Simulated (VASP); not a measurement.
# Tm2O (Fm-3m) in VASP: further runs

Runs on Tm2O. Level: PBEsol. Tasks: single point.

All numbers are computed with VASP 6.6.1; they aren't measurements. Logs are shortened: lines on timing, memory, paths and dates and some standing lists are left out, and cuts for length are marked.

## Step 1: The cell of the first run

The structure is cubic, space group Fm-3m (No. 225). The conventional cell has a = 5.275 Å, b = 5.275 Å, c = 5.275 Å, α = 90.00°, β = 90.00°, γ = 90.00°. Within 3.0 Å of Tm (site symmetry -43m) lie 4 O at 2.28 Å and 6 Tm at 2.64 Å. O (site symmetry m-3m) has 8 Tm at 2.28 Å within 3.0 Å.

## Step 2: Single point, PBEsol, collinear spin, ferromagnetic start

INCAR reads:

```
SYSTEM = Tm2O
PREC = Accurate ; ENCUT = 520
EDIFF = 1E-6 ; ISMEAR = 0
SIGMA = 0.05 ; LREAL = .FALSE.
LASPH = .TRUE. ; NELM = 150
ALGO = Normal ; ISIF = 2
LWAVE = .FALSE. ; LCHARG = .FALSE.
ISPIN = 2 ; MAGMOM = 1 1 0
LORBIT = 11 ; LMAXMIX = 6
GGA = PS ; NBANDS = 37
```

KPOINTS reads:

```
Automatic mesh
0
G
  10 10 10
  0 0 0
```

POSCAR reads:

```
Tm2O
1.0
    0.0000000000      2.6375669698      2.6375669698
    2.6375669698      0.0000000000      2.6375669698
    2.6375669698      2.6375669698      0.0000000000
Tm O
2 1
Direct
    0.2500000000      0.2500000000      0.2500000000
    0.7500000000      0.7500000000      0.7500000000
    0.0000000000      0.0000000000      0.0000000000
```

Potentials or basis: VASP PAW PBE potentials, release 64 (Tm, O).

Run with:

```console
cat potpaw_PBE.64/Tm/POTCAR potpaw_PBE.64/O/POTCAR > POTCAR
mpirun -np 1 vasp_std > vasp.out
```

OUTCAR:

```text
SYSTEM = Tm2O
   PREC = Accurate
   ENCUT = 520
   EDIFF = 1E-6
   ISMEAR = 0
   LREAL = .FALSE.
   LASPH = .TRUE.
   NELM = 150
   ISIF = 2
   ISPIN = 2
   LORBIT = 11
   GGA = PS

 ion  position               nearest neighbor table
   1  0.250  0.250  0.250-   3 2.28   3 2.28   3 2.28   3 2.28   2 2.64   2 2.64   2 2.64   2 2.64
                             2 2.64   2 2.64
   2  0.750  0.750  0.750-   3 2.28   3 2.28   3 2.28   3 2.28   1 2.64   1 2.64   1 2.64   1 2.64
                             1 2.64   1 2.64
   3  0.000  0.000  0.000-   2 2.28   2 2.28   2 2.28   1 2.28   2 2.28   1 2.28   1 2.28   1 2.28

  LATTYP: Found a face centered cubic cell.
 ALAT       =     5.2751339396

  Lattice vectors:

 A1 = (   0.0000000000,   2.6375669698,   2.6375669698)
 A2 = (   2.6375669698,   0.0000000000,   2.6375669698)
 A3 = (   2.6375669698,   2.6375669698,   0.0000000000)

Analysis of symmetry for initial positions (statically):
=====================================================================
 Subroutine PRICEL returns:
 Original cell was already a primitive cell.

 Routine SETGRP: Setting up the symmetry group for a
 face centered cubic supercell.

 Subroutine GETGRP returns: Found 48 space group operations
 (whereof 48 operations were pure point group operations)
 out of a pool of 48 trial point group operations.

The static configuration has the point symmetry O_h .

Analysis of symmetry for dynamics (positions and initial velocities):
=====================================================================
 Subroutine PRICEL returns:
 Original cell was already a primitive cell.

 Routine SETGRP: Setting up the symmetry group for a
 face centered cubic supercell.

 Subroutine GETGRP returns: Found 48 space group operations
 (whereof 48 operations were pure point group operations)
 out of a pool of 48 trial point group operations.

The dynamic configuration has the point symmetry O_h .

Analysis of structural, dynamic, and magnetic symmetry:
=====================================================================
 Subroutine PRICEL returns:
 Original cell was already a primitive cell.

 Routine SETGRP: Setting up the symmetry group for a
 face centered cubic supercell.

 Subroutine GETGRP returns: Found 48 space group operations
 (whereof 48 operations were pure point group operations)
 out of a pool of 48 trial point group operations.

The overall configuration has the point symmetry O_h .

 Subroutine INISYM returns: Found 48 space group operations
 (whereof 48 operations are pure point group operations),
 and found     1 'primitive' translations
[... 120 lines left out ...]
  Thomas-Fermi vector in A             =   2.891468
   LORBIT       =     11    0 simple, 1 ext, 2 COOP (PROOUT), +10 PAW based schemes
   GGA     = PS    functional components
   LHFCALC =     F    Hartree Fock is set to
   AEXX    =    0.0000 exact exchange contribution
   IVDW    =     0    specifies the selected vdW correction
   LEPSILON=     F    determine dielectric tensor
   LRPA    =     F    only Hartree local field effects (RPA)
 spin polarized calculation
 Gauss-broadening in eV      SIGMA  =   0.05
  energy-cutoff  :      520.00
  volume of cell :       36.70
 maximum number of plane-waves:       999
   NGX = 13   NGY = 13   NGZ = 13

 number of electron      51.9999981 magnetization       0.5075808

 number of electron      51.9999983 magnetization      -1.8497505

 Free energy of the ion-electron system (eV)
  ---------------------------------------------------
  ext. energy  EPLUGINS =         0.00000000
  ---------------------------------------------------
  free energy    TOTEN  =       -15.95192917 eV

  energy without entropy =      -15.93388001  energy(sigma->0) =      -15.94290459

 E-fermi :   6.1325     XC(G=0): -14.0694

 val. band max:        6.1323833630   @ k =  -0.4000   0.4000   0.1000
 cond. band min:       6.1366578431   @ k =   0.3000   0.2000   0.1000
 fundamental gap:      0.0042744801
 Fermi energy:         6.1324768083

 spin component 1

 k-point     1 :       0.0000    0.0000    0.0000
  band No.  band energies     occupation
      1     -44.2494      1.00000
      2     -43.0704      1.00000
      3     -18.3698      1.00000
      4     -18.3698      1.00000
      5     -18.3698      1.00000
      6     -16.0776      1.00000
[... 949 lines left out ...]
     36      17.6681      0.00000
     37      19.4861      0.00000

 [... further k-points ...]

 spin component 2

 k-point     1 :       0.0000    0.0000    0.0000
  band No.  band energies     occupation
      1     -44.6245      1.00000
      2     -43.4758      1.00000
      3     -18.5984      1.00000
      4     -18.5984      1.00000
      5     -18.5984      1.00000
      6     -16.3509      1.00000
[... 949 lines left out ...]
     36      17.5279      0.00000
     37      19.3835      0.00000

 [... further k-points ...]
[... 5 lines left out ...]
  --------------------------------------------------------------------------------------
  -------------------------------------------------------------------------------------
  Total       10.4482936     10.4482936     10.4482936     -0.0000000     -0.0000000      0.0000000
  in kB      456.1581823    456.1581823    456.1581823     -0.0000000     -0.0000000      0.0000000
  external PRESSURE =     456.1581823 kB  Pullay stress =       0.0000000 kB

 VOLUME and BASIS-vectors are now :
 -----------------------------------------------------------------------------
  energy-cutoff  :      520.00
  volume of cell :       36.70
      direct lattice vectors                 reciprocal lattice vectors
     0.000000000  2.637566970  2.637566970    -0.189568646  0.189568646  0.189568646
     2.637566970  0.000000000  2.637566970     0.189568646 -0.189568646  0.189568646
     2.637566970  2.637566970  0.000000000     0.189568646  0.189568646 -0.189568646

 POSITION                                       TOTAL-FORCE (eV/Angst)
 -----------------------------------------------------------------------------------
      1.31878      1.31878      1.31878         0.000000      0.000000      0.000000
      3.95635      3.95635      3.95635        -0.000000     -0.000000     -0.000000
      0.00000      0.00000      0.00000         0.000000      0.000000      0.000000
 -----------------------------------------------------------------------------------
    total drift:                                0.000000      0.000000      0.000000

  FREE ENERGIE OF THE ION-ELECTRON SYSTEM (eV)
  ---------------------------------------------------
  free  energy   TOTEN  =       -15.9519291698 eV

  energy  without entropy=      -15.9338800092  energy(sigma->0) =      -15.94290459

 total charge

# of ion       s       p       d       f       tot
--------------------------------------------------
    1        2.147   6.091   0.972  12.670  21.880
    2        2.147   6.091   0.972  12.670  21.880
    3        1.562   3.514   0.000   0.000   5.077
--------------------------------------------------
tot          5.857  15.697   1.945  25.339  48.837

 magnetization (x)

# of ion       s       p       d       f       tot
--------------------------------------------------
    1        0.004   0.008   0.018  -0.946  -0.916
    2        0.004   0.008   0.018  -0.946  -0.916
    3        0.000   0.000   0.000   0.000   0.000
--------------------------------------------------
tot          0.009   0.016   0.036  -1.892  -1.831
```

stdout:

```text
POSCAR found type information on POSCAR TmO
 POSCAR found :  2 types and       3 ions
 scaLAPACK will be used
 -----------------------------------------------------------------------------
|                                                                             |
|                                                                             |
|     You enforced a specific xc type in the INCAR file but a different       |
|     I HOPE YOU KNOW WHAT YOU ARE DOING!                                     |
|                                                                             |
 -----------------------------------------------------------------------------

 LDA part: xc-table for (Slater+PW92), standard interpolation
 POSCAR, INCAR and KPOINTS ok, starting setup
 FFT: planning ... GRIDC
 FFT: planning ... GRID_SOFT
 FFT: planning ... GRID
 WAVECAR not read
 entering main loop
```

Run time: 8.8 min. Hardware: 1 thread of Intel Xeon Platinum 8259CL at 2.50GHz (Skylake/Cascade Lake), shared host; peak memory 0.25 GiB.

Results:

```
Free energy                                           : -15.9519 eV
Pressure                                              : 45.6 GPa
Net moment                                            : -1.85 μB per cell
Site moments                                          : Tm -0.92; O +0.00 μB
Valence electrons inside the program's atomic spheres : Tm 21.88; O 5.08
```

Caveat: the magnetic or orbital state may not be the lowest; the cell stands under pressure; the PAW data sets were made with another functional, which shifts forces and pressure a little; spin-orbit coupling is left out, which moves the levels of the heavy elements; semilocal functionals describe open f shells poorly, which spoils levels, moments and volumes.

## Step 3: Single point, PBEsol, collinear spin, ferromagnetic start

This run uses another cell than the first one, of 17.07 Å³/atom.

INCAR reads:

```
SYSTEM = Tm2O
PREC     = Accurate       ! precision mode
ENCUT    = 520            ! plane-wave cutoff, eV
EDIFF    = 1E-7           ! SCF threshold, eV
ISMEAR   = 0              ! smearing method
SIGMA    = 0.05           ! smearing width, eV
LREAL    = .FALSE.        ! projectors in reciprocal space
LASPH    = .TRUE.         ! aspherical terms in the spheres
NELM     = 150            ! most SCF steps
ALGO     = Normal         ! electronic algorithm
ISIF     = 2              ! what is computed and relaxed
LWAVE    = .FALSE.        ! write WAVECAR
LCHARG   = .TRUE.         ! write CHGCAR
ISPIN    = 2              ! spin polarisation
MAGMOM   = 1.24 1.24 0    ! initial moments
LORBIT   = 11             ! projections on sites
LMAXMIX  = 6              ! l up to which the mixer works
GGA      = PS             ! functional
LELF     = .TRUE.         ! ELF
LVHAR    = .TRUE.       
NBANDS   = 37             ! bands
```

KPOINTS reads:

```
regular mesh
0
G
  10 10 10
  0 0 0
```

POSCAR reads:

```
Tm2O
1.0
    0.0000000000      2.9476219110      2.9476219110
    2.9476219110      0.0000000000      2.9476219110
    2.9476219110      2.9476219110      0.0000000000
Tm O
2 1
Direct
    0.2500000000      0.2500000000      0.2500000000
    0.7500000000      0.7500000000      0.7500000000
    0.0000000000      0.0000000000      0.0000000000
```

Potentials or basis: VASP PAW PBE potentials, release 64 (Tm, O).

Run with:

```console
cat potpaw_PBE.64/Tm/POTCAR potpaw_PBE.64/O/POTCAR > POTCAR
mpirun -np 1 vasp_std > vasp.out
```

OUTCAR:

```text
SYSTEM = Tm2O
   PREC = Accurate
   ENCUT = 520
   EDIFF = 1E-7
   ISMEAR = 0
   LREAL = .FALSE.
   LASPH = .TRUE.
   NELM = 150
   ISIF = 2
   ISPIN = 2
   LORBIT = 11
   GGA = PS

 ion  position               nearest neighbor table
   1  0.250  0.250  0.250-   3 2.55   3 2.55   3 2.55   3 2.55   2 2.95   2 2.95   2 2.95   2 2.95
                             2 2.95   2 2.95
   2  0.750  0.750  0.750-   3 2.55   3 2.55   3 2.55   3 2.55   1 2.95   1 2.95   1 2.95   1 2.95
                             1 2.95   1 2.95
[... 2148 lines left out ...]
  energy-cutoff  :      520.00
  volume of cell :       51.22
      direct lattice vectors                 reciprocal lattice vectors
     0.000000000  2.947621911  2.947621911    -0.169628268  0.169628268  0.169628268
     2.947621911  0.000000000  2.947621911     0.169628268 -0.169628268  0.169628268
     2.947621911  2.947621911  0.000000000     0.169628268  0.169628268 -0.169628268

 POSITION                                       TOTAL-FORCE (eV/Angst)
 -----------------------------------------------------------------------------------
      1.47381      1.47381      1.47381         0.000000      0.000000      0.000000
      4.42143      4.42143      4.42143        -0.000000     -0.000000     -0.000000
      0.00000      0.00000      0.00000         0.000000      0.000000      0.000000
 -----------------------------------------------------------------------------------
    total drift:                               -0.000000     -0.000000      0.000000

  FREE ENERGIE OF THE ION-ELECTRON SYSTEM (eV)
  ---------------------------------------------------
  free  energy   TOTEN  =       -17.5715376291 eV

  energy  without entropy=      -17.5567022117  energy(sigma->0) =      -17.56411992

 total charge

# of ion       s       p       d       f       tot
--------------------------------------------------
    1        2.140   5.982   0.563  12.606  21.292
    2        2.140   5.982   0.563  12.606  21.292
    3        1.557   3.358   0.000   0.000   4.915
--------------------------------------------------
tot          5.837  15.322   1.127  25.212  47.499

 magnetization (x)

# of ion       s       p       d       f       tot
--------------------------------------------------
    1       -0.004  -0.012  -0.034   1.153   1.102
    2       -0.004  -0.012  -0.034   1.153   1.102
    3        0.002   0.019   0.000   0.000   0.021
--------------------------------------------------
tot         -0.007  -0.006  -0.069   2.306   2.225
```

OSZICAR:

```text
N       E                     dE             d eps       ncg     rms          rms(c)
DAV:   1     0.382392390338E+03    0.38239E+03   -0.16094E+04 10592   0.838E+03
DAV:   2     0.656429877985E+02   -0.31675E+03   -0.29209E+03 10351   0.983E+02
DAV:   3    -0.206157604232E+01   -0.67705E+02   -0.64526E+02  9238   0.224E+02
[... 27 lines left out ...]
DAV:  31    -0.175715373148E+02   -0.44259E-05   -0.12565E-05 12264   0.211E-01    0.397E-02
DAV:  32    -0.175715373319E+02   -0.17038E-07   -0.23520E-06 11656   0.418E-02    0.271E-02
DAV:  33    -0.175715370702E+02    0.26161E-06   -0.40052E-07  7608   0.411E-02    0.192E-02
DAV:  34    -0.175715375822E+02   -0.51195E-06   -0.10053E-06  8842   0.249E-02    0.969E-03
DAV:  35    -0.175715376291E+02   -0.46963E-07   -0.21739E-07  6431   0.171E-02
   1 F= -.17571538E+02 E0= -.17564120E+02  d E =-.148354E-01  mag=     2.2302
```

stdout:

```text
POSCAR found type information on POSCAR TmO
 POSCAR found :  2 types and       3 ions
 scaLAPACK will be used
 -----------------------------------------------------------------------------
|                                                                             |
|                                                                             |
|     You enforced a specific xc type in the INCAR file but a different       |
|     I HOPE YOU KNOW WHAT YOU ARE DOING!                                     |
|                                                                             |
 -----------------------------------------------------------------------------

 LDA part: xc-table for (Slater+PW92), standard interpolation
 POSCAR, INCAR and KPOINTS ok, starting setup
 FFT: planning ... GRIDC
 FFT: planning ... GRID_SOFT
 FFT: planning ... GRID
 WAVECAR not read
 entering main loop
```

Wall time 9 min (1 thread of Intel Xeon Platinum 8259CL at 2.50GHz (Skylake/Cascade Lake), shared host); peak memory 0.3 GiB.

What came out:

| Property | Result |
| --- | --- |
| Free energy | -17.5715 eV |
| Pressure | -0.2 GPa |
| Net moment | 2.23 μB per cell |
| Site moments | Tm +1.10; O +0.02 μB |
| Valence electrons inside the program's atomic spheres | Tm 21.29; O 4.92 |

Caveat: the magnetic or orbital state may not be the lowest; the PAW data sets were made with another functional, which shifts forces and pressure a little; spin-orbit coupling is left out, which moves the levels of the heavy elements; semilocal functionals describe open f shells poorly, which spoils levels, moments and volumes.
